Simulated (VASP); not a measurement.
# W (I4/mmm) in VASP: notebook

Runs on W. Level: r2SCAN. Tasks: single point.

Program: VASP 6.6.1. These are calculated values, not measurements. Logs are shortened: lines on timing, memory, paths and dates and some standing lists are left out, and cuts for length are marked.

## 1. The cell of the first run

It takes space group I4/mmm (No. 139, tetragonal). The conventional cell has a = 3.195 Å, b = 3.195 Å, c = 2.939 Å, α = 90.00°, β = 90.00°, γ = 90.00°. W (site symmetry 4/mmm) has 14 W at 2.69 to 3.19 Å within 3.6 Å.

## 2. Single point, r2SCAN (strain +0.000 along x and y, -0.080 along z)

POSCAR reads:

```
W
1.0
   -1.5973000000      1.5973000000      1.4695160000
    1.5973000000     -1.5973000000      1.4695160000
    1.5973000000      1.5973000000     -1.4695160000
W
1
Direct
    0.0000000000      0.0000000000      0.0000000000
```

INCAR.step1 reads:

```
SYSTEM = W
ALGO = Normal
EDIFF = 1E-4
ENCUT = 520
GGA = PE
ISMEAR = 0
LASPH = .True.
LCHARG = .False.
LREAL = .False.
LWAVE = .True.
NBANDS = 13
NELM = 80
PREC = Accurate
SIGMA = 0.15
```

INCAR.step2 reads:

```
SYSTEM = W
ALGO = Normal
EDIFF = 1E-6
ENCUT = 520
ISIF = 2
ISMEAR = 0
ISTART = 1
LASPH = .True.
LCHARG = .False.
LMIXTAU = .True.
LREAL = .False.
LWAVE = .False.
METAGGA = R2SCAN
NBANDS = 13
NELM = 80
PREC = Accurate
SIGMA = 0.15
```

KPOINTS reads:

```
k-points
0
Gamma
  14 14 14
  0 0 0
```

Potentials or basis: VASP PAW PBE potentials, release 64 (W_sv).

Run with:

```
cat potpaw_PBE.64/W_sv/POTCAR > POTCAR
cp INCAR.step1 INCAR
mpirun -np 1 vasp_std > vasp.out
cp INCAR.step2 INCAR
mpirun -np 1 vasp_std > vasp.out
```

OUTCAR:

```text
SYSTEM = W
   EDIFF = 1E-6
   ENCUT = 520
   ISIF = 2
   ISMEAR = 0
   ISTART = 1
   LASPH = .True.
   LREAL = .False.
   METAGGA = R2SCAN
   NELM = 80
   PREC = Accurate

 ion  position               nearest neighbor table
   1  0.000  0.000  0.000-

  LATTYP: Found a body centered tetragonal cell.
 ALAT       =     3.1946000000
 C/A-ratio  =     0.9200000000

  Lattice vectors:

 A1 = (  -1.5973000000,   1.5973000000,   1.4695160000)
 A2 = (   1.5973000000,  -1.5973000000,   1.4695160000)
 A3 = (   1.5973000000,   1.5973000000,  -1.4695160000)

Analysis of symmetry for initial positions (statically):
=====================================================================
 Subroutine PRICEL returns:
 Original cell was already a primitive cell.

 Routine SETGRP: Setting up the symmetry group for a
 body centered tetragonal supercell.

 Subroutine GETGRP returns: Found 16 space group operations
 (whereof 16 operations were pure point group operations)
 out of a pool of 16 trial point group operations.

The static configuration has the point symmetry D_4h.

Analysis of symmetry for dynamics (positions and initial velocities):
=====================================================================
 Subroutine PRICEL returns:
 Original cell was already a primitive cell.

 Routine SETGRP: Setting up the symmetry group for a
 body centered tetragonal supercell.

 Subroutine GETGRP returns: Found 16 space group operations
 (whereof 16 operations were pure point group operations)
 out of a pool of 16 trial point group operations.

The dynamic configuration has the point symmetry D_4h.

 Subroutine INISYM returns: Found 16 space group operations
 (whereof 16 operations are pure point group operations),
 and found     1 'primitive' translations

----------------------------------------------------------------------------------------

                                     Primitive cell

  volume of cell :      14.9971

  direct lattice vectors                    reciprocal lattice vectors
    -1.597300000  1.597300000  1.469516000     0.000000000  0.313028235  0.340248082
     1.597300000 -1.597300000  1.469516000     0.313028235  0.000000000  0.340248082
     1.597300000  1.597300000 -1.469516000     0.313028235  0.313028235  0.000000000

  length of vectors
     2.694849134  2.694849134  2.694849134     0.462336926  0.462336926  0.442688776

  position of ions in fractional coordinates (direct lattice)
     0.000000000  0.000000000  0.000000000

  ion indices of the primitive-cell ions
   primitive index   ion index
                 1           1

----------------------------------------------------------------------------------------

 KPOINTS: k-points

Automatic generation of k-mesh.
 Grid dimensions read from file:
 generate k-points for:   14   14   14

 Generating k-lattice:

  Cartesian coordinates                     Fractional coordinates (reciprocal lattice)
     0.000000000  0.022359160  0.024303434     0.071428571  0.000000000  0.000000000
     0.022359160  0.000000000  0.024303434     0.000000000  0.071428571  0.000000000
     0.022359160  0.022359160  0.000000000     0.000000000  0.000000000  0.071428571

  Length of vectors
     0.033024066  0.033024066  0.031620627

  Shift w.r.t. Gamma in fractional coordinates (k-lattice)
     0.000000000  0.000000000  0.000000000

 Subroutine IBZKPT returns following result:
 ===========================================

 Found    244 irreducible k-points:

 Following reciprocal coordinates:
            Coordinates               Weight
  0.000000  0.000000  0.000000      1.000000
  0.071429  0.000000 -0.000000      8.000000
  0.142857  0.000000  0.000000      8.000000
  0.214286 -0.000000  0.000000      8.000000
  0.285714  0.000000  0.000000      8.000000
  0.357143  0.000000 -0.000000      8.000000
[... 16 lines left out ...]
  0.214286  0.142857  0.000000     16.000000
  0.285714  0.142857  0.000000     16.000000
 [... further k-points ...]
   k-points           NKPTS =    244   k-points in BZ     NKDIM =    244   number of bands    NBANDS=     13
   number of dos      NEDOS =    301   number of ions     NIONS =      1
   total plane-waves  NPLWV =   8000
   dimension x,y,z NGX =    20 NGY =   20 NGZ =   20
   dimension x,y,z NGXF=    40 NGYF=   40 NGZF=   40
   ions per type =               1
   NGX,Y,Z   is equivalent  to a cutoff of  12.34, 12.34, 12.34 a.u.
   NGXF,Y,Z  is equivalent  to a cutoff of  24.68, 24.68, 24.68 a.u.
 SYSTEM =  W
   PREC   = accura    normal or accurate (medium, high low for compatibility)
   ISTART =      1    job   : 0-new  1-cont  2-samecut
   ICHARG =      0    charge: 1-file 2-atom 10-const
   ISPIN  =      1    spin polarized calculation?
   LNONCOLLINEAR =      F non collinear calculations
   LSORBIT =      F    spin-orbit coupling
   LASPH  =      T    aspherical Exc in radial PAW
   ENCUT  =  520.0 eV  38.22 Ry    6.18 a.u.   5.01  5.01  5.01*2*pi/ulx,y,z
   NELM   =     80;   NELMIN=  2; NELMDL=  0     # of ELM steps
   EDIFF  = 0.1E-05   stopping-criterion for ELM
   LREAL  =      F    real-space projection
   EDIFFG = 0.1E-04   stopping-criterion for IOM
   NSW    =      0    number of steps for IOM
   IBRION =     -1    ionic relax: 0-MD 1-quasi-New 2-CG
   NFREE  =      0    steps in history (QN), initial steepest desc. (CG)
   ISIF   =      2    stress and relaxation
   ISYM   =      2    0-nonsym 1-usesym 2-fastsym
   POTIM  = 0.5000    time-step for ionic-motion
   TEBEG  =    0.0;   TEEND  =   0.0 temperature during run
   PSTRESS=    0.0 pullay stress
   NELECT =      14.0000    total number of electrons
   NUPDOWN=      -1.0000    fix difference up-down
   EMIN   =  10.00;   EMAX   =-10.00  energy-range for DOS
   EFERMI =   0.00;   METHOD = LEGACY
   ISMEAR =     0;   SIGMA  =   0.15  broadening in eV -4-tet -1-fermi 0-gaus
   EFERMI_NEDOS =   21; number of points for ismear=-14 and -15
   IALGO  =     38    algorithm
   IMIX   =      4    mixing-type and parameters
     AMIX     =   0.40;   BMIX     =  1.00
     AMIX_MAG =   1.60;   BMIX_MAG =  1.00
  volume/ion in A,a.u.               =      15.00       101.21
  Fermi-wavevector in a.u.,A,eV,Ry     =   1.599982  3.023527 34.830128  2.559942
  Thomas-Fermi vector in A             =   2.697189
   LORBIT       =      0    0 simple, 1 ext, 2 COOP (PROOUT), +10 PAW based schemes
   METAGGA = R2SCAN    functional components
   LHFCALC =     F    Hartree Fock is set to
   AEXX    =    0.0000 exact exchange contribution
   IVDW    =     0    specifies the selected vdW correction
   LEPSILON=     F    determine dielectric tensor
   LRPA    =     F    only Hartree local field effects (RPA)
 non-spin polarized calculation
 Gauss-broadening in eV      SIGMA  =   0.15
  energy-cutoff  :      520.00
  volume of cell :       15.00
 maximum number of plane-waves:       420
   NGX =  9   NGY =  9   NGZ =  9

 number of electron      13.9999997 magnetization

 Free energy of the ion-electron system (eV)
  ---------------------------------------------------
  ext. energy  EPLUGINS =         0.00000000
  ---------------------------------------------------
  free energy    TOTEN  =       -51.19484149 eV

  energy without entropy =      -51.18903856  energy(sigma->0) =      -51.19194003

 E-fermi :  12.1418     XC(G=0): -15.3186

 val. band max:       12.1417570099   @ k =  -0.2143  -0.3571   0.2143
 cond. band min:      12.1443722952   @ k =  -0.1429  -0.1429   0.0714
 fundamental gap:      0.0026152853
 Fermi energy:        12.1417921664

 k-point     1 :       0.0000    0.0000    0.0000
  band No.  band energies     occupation
      1     -63.9244      2.00000
      2     -26.7071      2.00000
      3     -26.7071      2.00000
      4     -26.6481      2.00000
      5       1.6765      2.00000
      6       9.9250      2.00000
      7      11.2618      2.00000
      8      11.2619      2.00000
      9      13.8163      0.00000
     10      15.6083      0.00000
     11      26.9647      0.00000
     12      26.9647      0.00000
     13      28.8468      0.00000

 k-point     2 :       0.0714    0.0000   -0.0000
  band No.  band energies     occupation
      1     -63.9146      2.00000
      2     -26.7733      2.00000
      3     -26.7353      2.00000
      4     -26.6750      2.00000
      5       1.9617      2.00000
      6       9.9640      2.00000
      7      11.1749      2.00000
      8      11.2933      2.00000
      9      13.8154      0.00000
     10      15.3670      0.00000
     11      27.4693      0.00000
     12      27.4768      0.00000
     13      29.2132      0.00000

 k-point     3 :       0.1429    0.0000    0.0000
  band No.  band energies     occupation
      1     -63.8871      2.00000
      2     -27.0119      2.00000
      3     -26.8136      2.00000
      4     -26.6924      2.00000
      5       2.7586      2.00000
      6       9.7613      2.00000
      7      10.8381      2.00000
      8      11.7742      1.99947
      9      13.9130      0.00000
     10      14.9644      0.00000
     11      28.4101      0.00000
     12      28.8957      0.00000
     13      30.1443      0.00000
[... 305 lines left out ...]
 k-point    23 :       0.2143    0.1429    0.0000
  band No.  band energies     occupation
      1     -63.7836      2.00000
      2     -27.8029      2.00000
      3     -27.0613      2.00000
      4     -26.8440      2.00000
      5       5.5296      2.00000
      6       8.7866      2.00000
      7       9.4079      2.00000
      8      13.8340      0.00000
      9      15.4509      0.00000
     10      16.1475      0.00000
     11      28.3946      0.00000
     12      29.1471      0.00000
     13      32.8076      0.00000

 k-point    24 :       0.2857    0.1429    0.0000
  band No.  band energies     occupation
      1     -63.7480      2.00000
      2     -28.0337      2.00000
      3     -27.2054      2.00000
      4     -26.8584      2.00000
      5       5.9333      2.00000
      6       8.3010      2.00000
      7      10.1095      2.00000
      8      14.0772      0.00000
      9      16.7059      0.00000
     10      17.4570      0.00000
     11      26.5262      0.00000
     12      27.2098      0.00000
     13      31.2519      0.00000

 [... further k-points ...]

------------------------ aborting loop because EDIFF is reached ----------------------------------------

  FORCE on cell =-STRESS in cart. coord.  units (eV):
  Direction    XX          YY          ZZ          XY          YZ          ZX
  --------------------------------------------------------------------------------------
  -------------------------------------------------------------------------------------
  Total        1.1637834      1.1637834      4.4015459      0.0000000      0.0000000      0.0000000
  in kB      124.3298618    124.3298618    470.2280430      0.0000000      0.0000000      0.0000000
  external PRESSURE =     239.6292555 kB  Pullay stress =       0.0000000 kB

 VOLUME and BASIS-vectors are now :
 -----------------------------------------------------------------------------
  energy-cutoff  :      520.00
  volume of cell :       15.00
      direct lattice vectors                 reciprocal lattice vectors
    -1.597300000  1.597300000  1.469516000     0.000000000  0.313028235  0.340248082
     1.597300000 -1.597300000  1.469516000     0.313028235  0.000000000  0.340248082
     1.597300000  1.597300000 -1.469516000     0.313028235  0.313028235  0.000000000

 POSITION                                       TOTAL-FORCE (eV/Angst)
 -----------------------------------------------------------------------------------
      0.00000      0.00000      0.00000         0.000000      0.000000      0.000000
 -----------------------------------------------------------------------------------
    total drift:                                0.000000     -0.000000      0.000000

  FREE ENERGIE OF THE ION-ELECTRON SYSTEM (eV)
  ---------------------------------------------------
  free  energy   TOTEN  =       -51.1948414904 eV

  energy  without entropy=      -51.1890385634  energy(sigma->0) =      -51.19194003
```

Wall time 2.2 min (1 thread of Intel Xeon Platinum 8259CL at 2.50GHz (Skylake/Cascade Lake), shared host); peak memory 0.16 GiB.

Results:

- Free energy: -51.1948 eV
- Pressure: 24.0 GPa
- Band gap on the k mesh: zero (band 7 reaches 17.79 eV, above the bottom of band 8 at 10.67 eV)

Stress tensor (GPa, compression positive):
```
12.43  0.00  0.00
 0.00 12.43  0.00
 0.00  0.00 47.02
```

Caveat: the cell differs from its parent crystal (strain +0.000 along x and y, -0.080 along z); the PAW data sets were made with another functional, which shifts forces and pressure a little; spin-orbit coupling is left out, which moves the levels of the heavy elements.

(Part 1 of 2 ends here.)
